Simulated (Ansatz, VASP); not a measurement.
I: VASP beside Ansatz

```
I
1.0
     4.18044   -2.18467    0.00000
     4.18044    2.18467    0.00000
    -3.58885    0.00000    5.43305
I
2
Cartesian
  4.3410 0.0000 1.3996
  0.4310 0.0000 4.0335
```

Alike in both runs: task relaxation of cell and atoms; functional PBE; k mesh 10 × 10 × 8; occupations gaussian, width 0.01 eV; no spin polarisation.

|  | VASP | Ansatz |
| --- | --- | --- |
| version | VASP 6.6.1 | Ansatz 0.2.0 |
| potentials or method | VASP PAW PBE potentials, release 64 (I), cutoff 600 eV | scalar-relativistic, plane waves, PAW |
| valence electrons in the cell | 14 | 34 |

```tsv
	VASP	Ansatz	Ansatz less VASP
gap on the k mesh at the Fermi level, each at its own relaxed structure (eV)	0.02	0.03	+0.013
relaxed volume (Å³/atom)	55.95	54.25	-1.694
relaxed length of the cell vector where the two differ most in proportion (Å)	5.203	5.082	-0.1210
```

VASP's potentials hold 14 valence electrons a cell and Ansatz's 34, so a difference there can come from the potentials and not from the codes.

Neither program's run includes spin-orbit coupling.
